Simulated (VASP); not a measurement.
# Pd (Fd-3m) in VASP: a series of runs, part 2 of 2

VASP 6.6.1.

**4. Single point, PBEsol, collinear spin**

This run uses another cell than the first one, of 22.99 Å³/atom.

Contents of INCAR:

```
SYSTEM = Pd
ALGO     = Normal         ! electronic algorithm
EDIFF    = 1E-6           ! SCF threshold, eV
ENCUT    = 520            ! plane-wave cutoff, eV
GGA      = PS             ! functional
ISIF     = 2              ! what is computed and relaxed
ISMEAR   = -1             ! smearing method
ISPIN    = 2              ! spin polarisation
LASPH    = .True.         ! aspherical terms in the spheres
LCHARG   = .False.        ! write CHGCAR
LMAXMIX  = 4              ! l up to which the mixer works
LORBIT   = 11             ! projections on sites
LREAL    = .False.        ! projectors in reciprocal space
LWAVE    = .False.        ! write WAVECAR
MAGMOM   = -0.459 -0.459  ! initial moments
NBANDS   = 21             ! bands
NELM     = 150            ! most SCF steps
PREC     = Accurate       ! precision mode
SIGMA    = 0.05           ! smearing width, eV
```

Contents of KPOINTS:

```
k-points
0
Gamma
  16 16 16
  0 0 0
```

Contents of POSCAR:

```
Pd
1.0
    0.0000000000      2.8435931986      2.8435931986
    2.8435931986      0.0000000000      2.8435931986
    2.8435931986      2.8435931986      0.0000000000
Pd
2
Direct
    0.1250000000      0.1250000000      0.1250000000
    0.8750000000      0.8750000000      0.8750000000
```

Potentials or basis: VASP PAW PBE potentials, release 64 (Pd).

The run is started by

```console
> cat potpaw_PBE.64/Pd/POTCAR > POTCAR
> mpirun -np 1 vasp_std > vasp.out
```

OUTCAR:

```text
SYSTEM = Pd
   EDIFF = 1E-6
   ENCUT = 520
   GGA = PS
   ISIF = 2
   ISMEAR = -1
   ISPIN = 2
   LASPH = .True.
   LORBIT = 11
   LREAL = .False.
   NELM = 150
   PREC = Accurate

 ion  position               nearest neighbor table
   1  0.125  0.125  0.125-   2 2.46   2 2.46   2 2.46   2 2.46
   2  0.875  0.875  0.875-   1 2.46   1 2.46   1 2.46   1 2.46

  LATTYP: Found a face centered cubic cell.
 ALAT       =     5.6871863972

  Lattice vectors:

 A1 = (   0.0000000000,   2.8435931986,   2.8435931986)
 A2 = (   2.8435931986,   0.0000000000,   2.8435931986)
 A3 = (   2.8435931986,   2.8435931986,   0.0000000000)

Analysis of symmetry for initial positions (statically):
=====================================================================
 Subroutine PRICEL returns:
[... 1367 lines left out ...]
  energy-cutoff  :      520.00
  volume of cell :       45.99
      direct lattice vectors                 reciprocal lattice vectors
     0.000000000  2.843593199  2.843593199    -0.175833871  0.175833871  0.175833871
     2.843593199  0.000000000  2.843593199     0.175833871 -0.175833871  0.175833871
     2.843593199  2.843593199  0.000000000     0.175833871  0.175833871 -0.175833871

 POSITION                                       TOTAL-FORCE (eV/Angst)
 -----------------------------------------------------------------------------------
      0.71090      0.71090      0.71090        -0.000000      0.000000      0.000000
      4.97629      4.97629      4.97629         0.000000     -0.000000     -0.000000
 -----------------------------------------------------------------------------------
    total drift:                               -0.000000      0.000000      0.000000

  FREE ENERGIE OF THE ION-ELECTRON SYSTEM (eV)
  ---------------------------------------------------
  free  energy   TOTEN  =        -9.2731595595 eV

  energy  without entropy=       -9.2383412473  energy(sigma->0) =       -9.25575040

 total charge

# of ion       s       p       d       tot
------------------------------------------
    1        0.511   0.339   8.507   9.357
    2        0.511   0.339   8.507   9.357
--------------------------------------------------
tot          1.022   0.677  17.014  18.714

 magnetization (x)

# of ion       s       p       d       tot
------------------------------------------
    1        0.005  -0.000  -0.477  -0.473
    2        0.005  -0.000  -0.477  -0.473
--------------------------------------------------
tot          0.009  -0.000  -0.954  -0.945
```

OSZICAR:

```text
N       E                     dE             d eps       ncg     rms          rms(c)
DAV:   1     0.104880883313E+03    0.10488E+03   -0.92635E+03 12180   0.855E+02
DAV:   2    -0.721790602006E+01   -0.11210E+03   -0.10333E+03 13575   0.203E+02
DAV:   3    -0.959803617129E+01   -0.23801E+01   -0.23607E+01 14442   0.314E+01
DAV:   4    -0.962063126298E+01   -0.22595E-01   -0.22591E-01 14210   0.293E+00
DAV:   5    -0.962116042771E+01   -0.52916E-03   -0.52916E-03 14583   0.507E-01    0.849E+00
DAV:   6    -0.930455934613E+01    0.31660E+00   -0.12133E+00 13342   0.813E+00    0.471E+00
DAV:   7    -0.928129838650E+01    0.23261E-01   -0.44155E-02 13192   0.157E+00    0.271E+00
DAV:   8    -0.927303236823E+01    0.82660E-02   -0.58938E-03 14816   0.500E-01    0.352E-01
DAV:   9    -0.927310967563E+01   -0.77307E-04   -0.18672E-04 14715   0.770E-02    0.795E-02
DAV:  10    -0.927315233745E+01   -0.42662E-04   -0.18922E-05 13989   0.253E-02    0.388E-02
DAV:  11    -0.927315820700E+01   -0.58696E-05   -0.12182E-05 13478   0.202E-02    0.153E-02
DAV:  12    -0.927315934665E+01   -0.11396E-05   -0.85784E-07  9736   0.675E-03    0.503E-03
DAV:  13    -0.927315955953E+01   -0.21288E-06   -0.17677E-07  7391   0.290E-03
   1 F= -.92731596E+01 E0= -.92557504E+01  d E =-.348183E-01  mag=    -0.9705
```

Run time: 5.3 min. Hardware: 1 thread of Intel Xeon Platinum 8259CL at 2.50GHz (Skylake/Cascade Lake), shared host; peak memory 0.32 GiB.

What came out:

```
Free energy                                           : -9.2732 eV
Pressure                                              : -0.4 GPa
Net moment                                            : -0.97 μB per cell
Site moments                                          : Pd -0.47 μB
Valence electrons inside the program's atomic spheres : Pd 9.36
```

Levels at points of the mesh, in eV from the Fermi level:
Spin up:
```csv
k point,band 8,band 9,band 10,band 11,band 12,band 13
"(0.00, 0.00, 0.00)",-1.31,-1.31,-0.02,-0.02,12.00,12.00
"(0.50, 0.00, 0.00)",-0.97,-0.23,-0.21,-0.21,1.43,8.74
"(0.50, 0.50, 0.00)",-1.84,-0.01,-0.01,2.02,2.02,4.81
```
Spin down:
```csv
k point,band 8,band 9,band 10,band 11,band 12,band 13,band 14,band 15
"(0.00, 0.00, 0.00)",-1.65,-1.65,-0.38,-0.38,11.90,11.90,11.90,12.33
"(0.50, 0.00, 0.00)",-1.29,-0.58,-0.58,-0.28,1.16,8.64,8.64,10.53
"(0.50, 0.50, 0.00)",-2.15,-0.39,-0.39,1.82,1.82,4.76,4.76,9.58
```

Caveat: the PAW data sets were made with another functional, which shifts forces and pressure a little.

**5. Summary**

| task | cell | k mesh | cutoff (eV) | gap on the mesh (eV) | pressure (GPa) | moment (μB) |
| --- | --- | --- | --- | --- | --- | --- |
| single point | a = 4.176 Å, angles 60.0°, 2 atoms | 11 × 11 × 11 | 520 | none | -7.2 | 0.94 |
| relaxation of cell and atoms | relaxed from a = 3.830 Å, angles 60.0°, 2 atoms | 10 × 10 × 10 | 600 | none | 0.0 | 0.00 |
| single point | a = 4.021 Å, angles 60.0°, 2 atoms | 16 × 16 × 16 | 520 | none | -0.4 | 0.97 |

Alike in all rows: level PBEsol; potentials or basis VASP PAW PBE potentials, release 64 (Pd); spin collinear; smearing fermi-dirac 0.05 eV.

Caveats: the PAW data sets were made with another functional, which shifts forces and pressure a little; the cell stands under tension (at least some runs).

Absolute energies hang on the potentials; compare differences alone.
